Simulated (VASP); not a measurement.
# BeS in VASP: settings compared, part 2 of 2

VASP 6.6.1.

### Step 5. Single point, HSE06 (epitaxial xy strain -2.0%)

The input, POSCAR:

```
BeS
1.0
    0.0000000000      2.3846463833      2.4716747915
    2.3846463833      0.0000000000      2.4716747915
    2.3846463833      2.3846463833      0.0000000000
Be S
1 1
Direct
    0.0000000000      0.0000000000      0.0000000000
    0.2500000000      0.2500000000      0.2500000000
```

The input, INCAR.step1:

```
SYSTEM = BeS
ALGO = Normal ; EDIFF = 1E-5
ENCUT = 520 ; GGA = PE
ISIF = 2 ; ISMEAR = 0
LASPH = .True. ; LCHARG = .False.
LREAL = .False. ; LWAVE = .True.
NBANDS = 11 ; NELM = 60
PREC = Accurate ; SIGMA = 0.01
```

The input, INCAR.step2:

```
SYSTEM = BeS
ALGO = Normal ; EDIFF = 1E-7
ENCUT = 520 ; GGA = PE
HFSCREEN = 0.2079 ; ISIF = 2
ISMEAR = 0 ; ISTART = 1
LASPH = .True. ; LCHARG = .False.
LHFCALC = .True. ; LREAL = .False.
LWAVE = .False. ; NBANDS = 11
NELM = 60 ; PREC = Accurate
PRECFOCK = Normal ; SIGMA = 0.01
```

The input, KPOINTS:

```
k-points
0
Gamma
  6 6 6
  0 0 0
```

Command:

```sh
$ cat potpaw_PBE.64/Be/POTCAR potpaw_PBE.64/S/POTCAR > POTCAR
$ cp INCAR.step1 INCAR
$ mpirun -np 1 vasp_std > vasp.out
$ cp INCAR.step2 INCAR
$ mpirun -np 1 vasp_std > vasp.out
```

It took 13 min on 1 thread of Intel Xeon Platinum 8375C at 2.90GHz (Ice Lake), shared host; peak memory 0.26 GiB.

It converged, with:

- Free energy: -11.3781 eV
- Pressure: 1.5 GPa
- Band gap on the k mesh: 3.85 eV (least direct gap 6.78 eV)

Stress tensor (GPa, compression positive):
```
 2.85  0.00  0.00
 0.00  2.85  0.00
 0.00  0.00 -1.12
```

Levels at points of the mesh, in eV from the valence-band top:
```csv
k point,band 1,band 2,band 3,band 4,band 5,band 6,band 7,band 8,band 9
"(0.00, 0.00, 0.00)",-15.26,-0.22,0.00,0.00,6.78,6.78,6.82,7.11,13.77
"(0.50, 0.00, 0.00)",-13.44,-6.53,-1.40,-1.03,6.48,7.63,7.88,12.56,16.40
"(0.50, 0.50, 0.00)",-12.95,-5.87,-2.79,-2.79,4.15,6.11,14.57,14.57,17.06
"(0.50, 0.00, 0.50)",-12.76,-5.61,-3.14,-3.06,3.85,5.77,14.40,14.59,17.50
```

Caveat: the cell differs from its parent crystal (epitaxial xy strain -2.0%); the PAW data sets were made with another functional, which shifts forces and pressure a little.

### Step 6. Single point, HSE06 (uniaxial x strain -1.1%)

The input, POSCAR:

```
BeS
1.0
    0.0000000000      2.4343062304      2.4343062304
    2.4087460149      0.0000000000      2.4343062304
    2.4087460149      2.4343062304      0.0000000000
Be S
1 1
Direct
    0.0000000000      0.0000000000      0.0000000000
    0.2500000000      0.2500000000      0.2500000000
```

The input, INCAR.step1:

```
PREC     = Accurate       # precision mode
ENCUT    = 520            # plane-wave cutoff, eV
EDIFF    = 1E-5           # SCF threshold, eV
ISMEAR   = 0              # smearing method
SIGMA    = 0.01           # smearing width, eV
LREAL    = False          # projectors in reciprocal space
LASPH    = True           # aspherical terms in the spheres
NELM     = 100            # most SCF steps
ALGO     = Normal         # electronic algorithm
ISIF     = 2              # what is computed and relaxed
LWAVE    = True           # write WAVECAR
NBANDS   = 11             # bands
GGA      = PE             # functional
```

The input, INCAR.step2:

```
PREC     = Accurate       # precision mode
ENCUT    = 520            # plane-wave cutoff, eV
EDIFF    = 1E-6           # SCF threshold, eV
ISMEAR   = 0              # smearing method
SIGMA    = 0.01           # smearing width, eV
LREAL    = False          # projectors in reciprocal space
LASPH    = True           # aspherical terms in the spheres
NELM     = 100            # most SCF steps
ALGO     = Normal         # electronic algorithm
ISIF     = 2              # what is computed and relaxed
LWAVE    = False          # write WAVECAR
LCHARG   = True           # write CHGCAR
GGA      = PE             # functional
LHFCALC  = True           # exact exchange
HFSCREEN = 0.2079         # screening, 1/A
PRECFOCK = Normal       
LELF     = True           # ELF
LVHAR    = True         
NBANDS   = 11             # bands
ISTART   = 1
```

The input, KPOINTS:

```
Automatic mesh
0
Gamma
  6 6 6
```

Potentials or basis: VASP PAW PBE potentials, release 64 (Be, S).

Command:

```sh
$ cat potpaw_PBE.64/Be/POTCAR potpaw_PBE.64/S/POTCAR > POTCAR
$ cp INCAR.step1 INCAR
$ mpirun -np 1 vasp_std > vasp.out
$ cp INCAR.step2 INCAR
$ mpirun -np 1 vasp_std > vasp.out
```

It took 11 min on 1 thread of Intel Xeon Platinum 8375C at 2.90GHz (Ice Lake), shared host; peak memory 0.26 GiB.

The run converged. Its results:

* Free energy: -11.3877 eV
* Pressure: 0.0 GPa
* Band gap on the k mesh: 3.96 eV (least direct gap 6.82 eV)

Stress tensor (GPa, compression positive):
```
 0.68  0.00  0.00
 0.00 -0.39  0.00
 0.00  0.00 -0.39
```

Levels at points of the mesh, in eV from the valence-band top:
| k point | band 1 | band 2 | band 3 | band 4 | band 5 | band 6 | band 7 | band 8 |
| --- | --- | --- | --- | --- | --- | --- | --- | --- |
| (0.00, 0.00, 0.00) | -15.12 | -0.06 | -0.06 | 0.00 | 6.82 | 6.83 | 6.83 | 7.02 |
| (0.50, 0.00, 0.00) | -13.34 | -6.39 | -1.21 | -1.11 | 6.56 | 7.68 | 7.79 | 12.51 |
| (0.50, 0.50, 0.00) | -12.75 | -5.60 | -2.89 | -2.87 | 4.04 | 5.96 | 14.44 | 14.49 |
| (0.00, 0.50, 0.50) | -12.70 | -5.52 | -2.97 | -2.97 | 3.96 | 5.85 | 14.48 | 14.48 |

Caveat: the cell differs from its parent crystal (uniaxial x strain -1.1%); the PAW data sets were made with another functional, which shifts forces and pressure a little. A k mesh can miss the band edges.

### Step 7. Summary

```tsv
level	cell	k mesh	smearing	grid for exact exchange (PRECFOCK)	share of exact exchange	screening parameter	gap on the mesh (eV)	pressure (GPa)
PBE	a = 3.443, b = 3.425, c = 3.425 Å, angles 60.3, 59.8, 59.8°, 2 atoms	10 × 10 × 10	fermi-dirac 0.02 eV	-	-	-	3.02	1.5
r2SCAN	a = 3.443, b = 3.425, c = 3.425 Å, angles 60.3, 59.8, 59.8°, 2 atoms	10 × 10 × 10	gaussian 0.01 eV	-	-	-	3.48	1.3
HSE06	a = 3.638 Å, angles 60.0°, 2 atoms	6 × 6 × 6	gaussian 0.01 eV	Normal	0.25	0.2079 1/Å	4.38	-12.5
HSE06	a = 3.434, b = 3.434, c = 3.372 Å, angles 60.6, 60.6, 58.8°, 2 atoms	6 × 6 × 6	gaussian 0.01 eV	Normal	0.25	0.2079 1/Å	3.85	1.5
HSE06	a = 3.443, b = 3.425, c = 3.425 Å, angles 60.3, 59.8, 59.8°, 2 atoms	6 × 6 × 6	gaussian 0.01 eV	Normal	0.25	0.2079 1/Å	3.96	0.0
```

Alike in all rows: task single point; potentials or basis VASP PAW PBE potentials, release 64 (Be, S); no spin polarisation; cutoff (eV) 520.

Caveats: the PAW data sets were made with another functional, which shifts forces and pressure a little (at least some runs); the cell stands under tension (at least some runs).

Total energies depend on the potentials used, so only differences within one code and one set of settings carry meaning.
